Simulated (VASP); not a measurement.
# Mg (P6_3/mmc) in VASP: notebook, part 2 of 2

VASP 6.6.1.

**3. Single point, LDA**

File INCAR:

```
ALGO = Normal ; EDIFF = 1E-6
ENCUT = 520 ; GGA = CA
ISIF = 2 ; ISMEAR = -1
LASPH = T ; LCHARG = T
LELF = T ; LREAL = F
LVHAR = T ; LWAVE = F
NBANDS = 9 ; NELM = 60
PREC = Accurate ; SIGMA = 0.1
```

File KPOINTS:

```
k-points
0
Gamma
  12 12 6
```

File POSCAR:

```
Mg
1.0
    3.1325008903      0.0000000000      0.0000000000
   -1.5662504451      2.7128253484      0.0000000000
    0.0000000000      0.0000000000      5.0848940941
Mg
2
Direct
    0.3333333333      0.6666666667      0.2500000000
    0.6666666667      0.3333333333      0.7500000000
```

Potentials or basis: VASP PAW LDA potentials, release 64 (Mg).

Run with:

```sh
$ cat potpaw_LDA.64/Mg/POTCAR > POTCAR
$ mpirun -np 1 vasp_std > vasp.out
```

OUTCAR:

```text
EDIFF = 1E-6
   ENCUT = 520
   GGA = CA
   ISIF = 2
   ISMEAR = -1
   LASPH = T
   LREAL = F
   NELM = 60
   PREC = Accurate

 ion  position               nearest neighbor table
   1  0.333  0.667  0.250-   2 3.12   2 3.12   2 3.12   2 3.12   2 3.12   2 3.12
   2  0.667  0.333  0.750-   1 3.12   1 3.12   1 3.12   1 3.12   1 3.12   1 3.12

  LATTYP: Found a hexagonal cell.
 ALAT       =     3.1325008903
 C/A-ratio  =     1.6232698001

  Lattice vectors:

 A1 = (   3.1325008903,   0.0000000000,   0.0000000000)
 A2 = (  -1.5662504451,   2.7128253484,   0.0000000000)
 A3 = (   0.0000000000,   0.0000000000,   5.0848940941)

Analysis of symmetry for initial positions (statically):
=====================================================================
 Subroutine PRICEL returns:
 Original cell was already a primitive cell.

 Routine SETGRP: Setting up the symmetry group for a
 hexagonal supercell.

 Subroutine GETGRP returns: Found 24 space group operations
 (whereof 12 operations were pure point group operations)
 out of a pool of 24 trial point group operations.

The static configuration has the point symmetry D_3d.
 The point group associated with its full space group is D_6h.

Analysis of symmetry for dynamics (positions and initial velocities):
=====================================================================
 Subroutine PRICEL returns:
 Original cell was already a primitive cell.

 Routine SETGRP: Setting up the symmetry group for a
 hexagonal supercell.

 Subroutine GETGRP returns: Found 24 space group operations
 (whereof 12 operations were pure point group operations)
 out of a pool of 24 trial point group operations.

The dynamic configuration has the point symmetry D_3d.
 The point group associated with its full space group is D_6h.

 Subroutine INISYM returns: Found 24 space group operations
 (whereof 12 operations are pure point group operations),
 and found     1 'primitive' translations

[... 110 lines left out ...]
   EFERMI_NEDOS =   21; number of points for ismear=-14 and -15
   IALGO  =     38    algorithm
   IMIX   =      4    mixing-type and parameters
     AMIX     =   0.40;   BMIX     =  1.00
     AMIX_MAG =   1.60;   BMIX_MAG =  1.00
  volume/ion in A,a.u.               =      21.61       145.80
  Fermi-wavevector in a.u.,A,eV,Ry     =   0.740565  1.399465  7.461932  0.548437
  Thomas-Fermi vector in A             =   1.834998
   LORBIT       =      0    0 simple, 1 ext, 2 COOP (PROOUT), +10 PAW based schemes
   GGA     = CA    functional components
   LHFCALC =     F    Hartree Fock is set to
   AEXX    =    0.0000 exact exchange contribution
   IVDW    =     0    specifies the selected vdW correction
   LEPSILON=     F    determine dielectric tensor
   LRPA    =     F    only Hartree local field effects (RPA)
 non-spin polarized calculation
  energy-cutoff  :      520.00
  volume of cell :       43.21
 maximum number of plane-waves:      1182
 NGX is ok and might be reduce to    24
   NGX = 11   NGY = 11   NGZ = 19

 number of electron       4.0000000 magnetization

 Free energy of the ion-electron system (eV)
  ---------------------------------------------------
  ext. energy  EPLUGINS =         0.00000000
  ---------------------------------------------------
  free energy    TOTEN  =        -3.63746431 eV

  energy without entropy =       -3.61157176  energy(sigma->0) =       -3.62451804

 E-fermi :   2.7590     XC(G=0):  -8.8773

 val. band max:        2.7394549788   @ k =   0.4167   0.1667   0.5000
 cond. band min:       2.9891345929   @ k =   0.3333   0.3333   0.5000
 fundamental gap:      0.2496796141
 Fermi energy:         2.7589994357

 k-point     1 :       0.0000    0.0000    0.0000
  band No.  band energies     occupation
      1      -4.3925      2.00000
      2       1.0413      2.00000
      3       1.5199      1.99999
      4      14.0386      0.00000
      5      14.0386      0.00000
      6      14.2063      0.00000
      7      14.2063      0.00000
      8      14.9615      0.00000
      9      16.7330      0.00000
[... 265 lines left out ...]
 k-point    24 :       0.3333    0.0000    0.1667
  band No.  band energies     occupation
      1      -1.9873      2.00000
      2       1.6915      1.99995
      3       4.3615      0.00000
      4       5.6205      0.00000
      5       8.0112      0.00000
      6      10.5162      0.00000
      7      10.7793      0.00000
      8      12.6911      0.00000
      9      13.7168      0.00000

 [... further k-points ...]
[... 5 lines left out ...]
  --------------------------------------------------------------------------------------
  -------------------------------------------------------------------------------------
  Total       -0.0215188     -0.0215188     -0.1873895     -0.0000000      0.0000000      0.0000000
  in kB       -0.7978732     -0.7978732     -6.9480179     -0.0000000      0.0000000      0.0000000
  external PRESSURE =      -2.8479214 kB  Pullay stress =       0.0000000 kB

 VOLUME and BASIS-vectors are now :
 -----------------------------------------------------------------------------
  energy-cutoff  :      520.00
  volume of cell :       43.21
      direct lattice vectors                 reciprocal lattice vectors
     3.132500890  0.000000000  0.000000000     0.319233748  0.184309690  0.000000000
    -1.566250445  2.712825348  0.000000000     0.000000000  0.368619381  0.000000000
     0.000000000  0.000000000  5.084894094     0.000000000  0.000000000  0.196660930

 POSITION                                       TOTAL-FORCE (eV/Angst)
 -----------------------------------------------------------------------------------
     -0.00000      1.80855      1.27122         0.000000      0.000000      0.000000
      1.56625      0.90428      3.81367        -0.000000      0.000000      0.000000
 -----------------------------------------------------------------------------------
    total drift:                               -0.000000      0.000000     -0.000000

  FREE ENERGIE OF THE ION-ELECTRON SYSTEM (eV)
  ---------------------------------------------------
  free  energy   TOTEN  =        -3.6374643144 eV

  energy  without entropy=       -3.6115717583  energy(sigma->0) =       -3.62451804
```

OSZICAR:

```text
N       E                     dE             d eps       ncg     rms          rms(c)
DAV:   1    -0.949920915959E+00   -0.94992E+00   -0.13784E+03  1368   0.326E+02
DAV:   2    -0.362277756858E+01   -0.26729E+01   -0.25686E+01  1895   0.270E+01
DAV:   3    -0.365829475954E+01   -0.35517E-01   -0.35022E-01  1761   0.260E+00
DAV:   4    -0.365838897893E+01   -0.94219E-04   -0.94206E-04  1788   0.133E-01
DAV:   5    -0.365838937014E+01   -0.39121E-06   -0.39125E-06  1695   0.798E-03    0.935E-01
DAV:   6    -0.364669345643E+01    0.11696E-01   -0.56779E-04  1598   0.132E-01    0.594E-01
DAV:   7    -0.363747334564E+01    0.92201E-02   -0.19621E-03  1420   0.242E-01    0.298E-02
DAV:   8    -0.363746529246E+01    0.80532E-05   -0.16324E-05  1973   0.208E-02    0.655E-03
DAV:   9    -0.363746431444E+01    0.97802E-06   -0.65405E-07  1344   0.378E-03
   1 F= -.36374643E+01 E0= -.36245180E+01  d E =-.258926E-01
```

stdout:

```text
POSCAR found type information on POSCAR Mg
 POSCAR found :  1 types and       2 ions
 scaLAPACK will be used
 LDA part: xc-table for (Slater(with rela. corr.)+CA(PZ))
 , standard interpolation
 POSCAR, INCAR and KPOINTS ok, starting setup
 FFT: planning ... GRIDC
 FFT: planning ... GRID_SOFT
 FFT: planning ... GRID
 WAVECAR not read
 entering main loop
```

It took 14 s on 1 thread of Intel Xeon Platinum 8488C (Sapphire Rapids), shared host; peak memory 0.15 GiB.

Results:

```yaml
Free_energy: -3.6375 eV
Pressure: -0.3 GPa
Band_gap_on_the_k_mesh: zero (band 2 reaches 3.81 eV, above the bottom of band 3 at 1.52 eV)
```

Levels at points of the mesh, in eV from the Fermi level:
```
           k point  band 1  band 2  band 3  band 4  band 5  band 6
(0.00, 0.00, 0.00)   -7.15   -1.72   -1.24   11.28   11.28   11.45
(0.50, 0.00, 0.00)   -2.19   -2.17    2.78    3.12    3.44    3.86
(0.00, 0.00, 0.50)   -5.71   -5.71    5.23    5.23   12.03   12.03
(0.50, 0.00, 0.50)   -1.11   -1.11   -0.42   -0.42    8.28    8.28
```

**4. Single point, LDA**

File INCAR:

```
  ALGO = Normal
  EDIFF = 1E-6
  ENCUT = 520
  ISIF = 2
  ISMEAR = -1
  LASPH = T
  LCHARG = T
  LELF = T
  LREAL = F
  LVHAR = T
  LWAVE = F
  NBANDS = 9
  NELM = 60
  PREC = Accurate
  SIGMA = 0.1
```

KPOINTS is that of step 3.

POSCAR is that of step 3.

Potentials or basis: VASP PAW LDA potentials, release 64 (Mg).

Run with:

```sh
$ cat potpaw_LDA.64/Mg/POTCAR > POTCAR
$ mpirun -np 1 vasp_std > vasp.out
```

OUTCAR:

```text
EDIFF = 1E-6
   ENCUT = 520
   ISIF = 2
   ISMEAR = -1
   LASPH = T
   LREAL = F
   NELM = 60
   PREC = Accurate

 ion  position               nearest neighbor table
   1  0.333  0.667  0.250-   2 3.12   2 3.12   2 3.12   2 3.12   2 3.12   2 3.12
   2  0.667  0.333  0.750-   1 3.12   1 3.12   1 3.12   1 3.12   1 3.12   1 3.12

  LATTYP: Found a hexagonal cell.
 ALAT       =     3.1325008903
 C/A-ratio  =     1.6232698001

  Lattice vectors:

 A1 = (   3.1325008903,   0.0000000000,   0.0000000000)
 A2 = (  -1.5662504451,   2.7128253484,   0.0000000000)
 A3 = (   0.0000000000,   0.0000000000,   5.0848940941)

Analysis of symmetry for initial positions (statically):
=====================================================================
 Subroutine PRICEL returns:
 Original cell was already a primitive cell.

 Routine SETGRP: Setting up the symmetry group for a
 hexagonal supercell.

 Subroutine GETGRP returns: Found 24 space group operations
 (whereof 12 operations were pure point group operations)
 out of a pool of 24 trial point group operations.

The static configuration has the point symmetry D_3d.
 The point group associated with its full space group is D_6h.

Analysis of symmetry for dynamics (positions and initial velocities):
=====================================================================
 Subroutine PRICEL returns:
 Original cell was already a primitive cell.

 Routine SETGRP: Setting up the symmetry group for a
 hexagonal supercell.

 Subroutine GETGRP returns: Found 24 space group operations
 (whereof 12 operations were pure point group operations)
 out of a pool of 24 trial point group operations.

The dynamic configuration has the point symmetry D_3d.
 The point group associated with its full space group is D_6h.

 Subroutine INISYM returns: Found 24 space group operations
 (whereof 12 operations are pure point group operations),
 and found     1 'primitive' translations

[... 112 lines left out ...]
   IMIX   =      4    mixing-type and parameters
     AMIX     =   0.40;   BMIX     =  1.00
     AMIX_MAG =   1.60;   BMIX_MAG =  1.00
  volume/ion in A,a.u.               =      21.61       145.80
  Fermi-wavevector in a.u.,A,eV,Ry     =   0.740565  1.399465  7.461932  0.548437
  Thomas-Fermi vector in A             =   1.834998
   LORBIT       =      0    0 simple, 1 ext, 2 COOP (PROOUT), +10 PAW based schemes
   GGA     = CA    functional components
   LHFCALC =     F    Hartree Fock is set to
   AEXX    =    0.0000 exact exchange contribution
   IVDW    =     0    specifies the selected vdW correction
   LEPSILON=     F    determine dielectric tensor
   LRPA    =     F    only Hartree local field effects (RPA)
 non-spin polarized calculation
  energy-cutoff  :      520.00
  volume of cell :       43.21
 maximum number of plane-waves:      1182
 NGX is ok and might be reduce to    24
   NGX = 11   NGY = 11   NGZ = 19

 number of electron       4.0000000 magnetization

 Free energy of the ion-electron system (eV)
  ---------------------------------------------------
  ext. energy  EPLUGINS =         0.00000000
  ---------------------------------------------------
  free energy    TOTEN  =        -3.63746431 eV

  energy without entropy =       -3.61157176  energy(sigma->0) =       -3.62451804

 E-fermi :   2.7590     XC(G=0):  -8.8773

 val. band max:        2.7394549788   @ k =   0.4167   0.1667   0.5000
 cond. band min:       2.9891345929   @ k =   0.3333   0.3333   0.5000
 fundamental gap:      0.2496796141
 Fermi energy:         2.7589994357

 k-point     1 :       0.0000    0.0000    0.0000
  band No.  band energies     occupation
      1      -4.3925      2.00000
      2       1.0413      2.00000
      3       1.5199      1.99999
      4      14.0386      0.00000
      5      14.0386      0.00000
      6      14.2063      0.00000
      7      14.2063      0.00000
      8      14.9615      0.00000
      9      16.7330      0.00000
[... 265 lines left out ...]
 k-point    24 :       0.3333    0.0000    0.1667
  band No.  band energies     occupation
      1      -1.9873      2.00000
      2       1.6915      1.99995
      3       4.3615      0.00000
      4       5.6205      0.00000
      5       8.0112      0.00000
      6      10.5162      0.00000
      7      10.7793      0.00000
      8      12.6911      0.00000
      9      13.7168      0.00000

 [... further k-points ...]
[... 5 lines left out ...]
  --------------------------------------------------------------------------------------
  -------------------------------------------------------------------------------------
  Total       -0.0215188     -0.0215188     -0.1873895     -0.0000000      0.0000000      0.0000000
  in kB       -0.7978732     -0.7978732     -6.9480179     -0.0000000      0.0000000      0.0000000
  external PRESSURE =      -2.8479214 kB  Pullay stress =       0.0000000 kB

 VOLUME and BASIS-vectors are now :
 -----------------------------------------------------------------------------
  energy-cutoff  :      520.00
  volume of cell :       43.21
      direct lattice vectors                 reciprocal lattice vectors
     3.132500890  0.000000000  0.000000000     0.319233748  0.184309690  0.000000000
    -1.566250445  2.712825348  0.000000000     0.000000000  0.368619381  0.000000000
     0.000000000  0.000000000  5.084894094     0.000000000  0.000000000  0.196660930

 POSITION                                       TOTAL-FORCE (eV/Angst)
 -----------------------------------------------------------------------------------
     -0.00000      1.80855      1.27122         0.000000      0.000000      0.000000
      1.56625      0.90428      3.81367        -0.000000      0.000000      0.000000
 -----------------------------------------------------------------------------------
    total drift:                               -0.000000      0.000000     -0.000000

  FREE ENERGIE OF THE ION-ELECTRON SYSTEM (eV)
  ---------------------------------------------------
  free  energy   TOTEN  =        -3.6374643144 eV

  energy  without entropy=       -3.6115717583  energy(sigma->0) =       -3.62451804
```

OSZICAR:

```text
N       E                     dE             d eps       ncg     rms          rms(c)
DAV:   1    -0.949920915959E+00   -0.94992E+00   -0.13784E+03  1368   0.326E+02
DAV:   2    -0.362277756858E+01   -0.26729E+01   -0.25686E+01  1895   0.270E+01
DAV:   3    -0.365829475954E+01   -0.35517E-01   -0.35022E-01  1761   0.260E+00
DAV:   4    -0.365838897893E+01   -0.94219E-04   -0.94206E-04  1788   0.133E-01
DAV:   5    -0.365838937014E+01   -0.39121E-06   -0.39125E-06  1695   0.798E-03    0.935E-01
DAV:   6    -0.364669345643E+01    0.11696E-01   -0.56779E-04  1598   0.132E-01    0.594E-01
DAV:   7    -0.363747334564E+01    0.92201E-02   -0.19621E-03  1420   0.242E-01    0.298E-02
DAV:   8    -0.363746529246E+01    0.80532E-05   -0.16324E-05  1973   0.208E-02    0.655E-03
DAV:   9    -0.363746431444E+01    0.97802E-06   -0.65405E-07  1344   0.378E-03
   1 F= -.36374643E+01 E0= -.36245180E+01  d E =-.258926E-01
```

Wall time 14 s (1 thread of Intel Xeon Platinum 8488C (Sapphire Rapids), shared host); peak memory 0.15 GiB.

Results:

| Property | Result |
| --- | --- |
| Free energy | -3.6375 eV |
| Pressure | -0.3 GPa |
| Band gap on the k mesh | zero (band 2 reaches 3.81 eV, above the bottom of band 3 at 1.52 eV) |

Stress tensor (GPa, compression positive):
```
-0.08  0.00  0.00
 0.00 -0.08  0.00
 0.00  0.00 -0.69
```

Levels at points of the mesh, in eV from the Fermi level:
```
           k point  band 1  band 2  band 3  band 4  band 5
(0.00, 0.00, 0.00)   -7.15   -1.72   -1.24   11.28   11.28
(0.50, 0.00, 0.00)   -2.19   -2.17    2.78    3.12    3.44
(0.00, 0.00, 0.50)   -5.71   -5.71    5.23    5.23   12.03
(0.50, 0.00, 0.50)   -1.11   -1.11   -0.42   -0.42    8.28
```
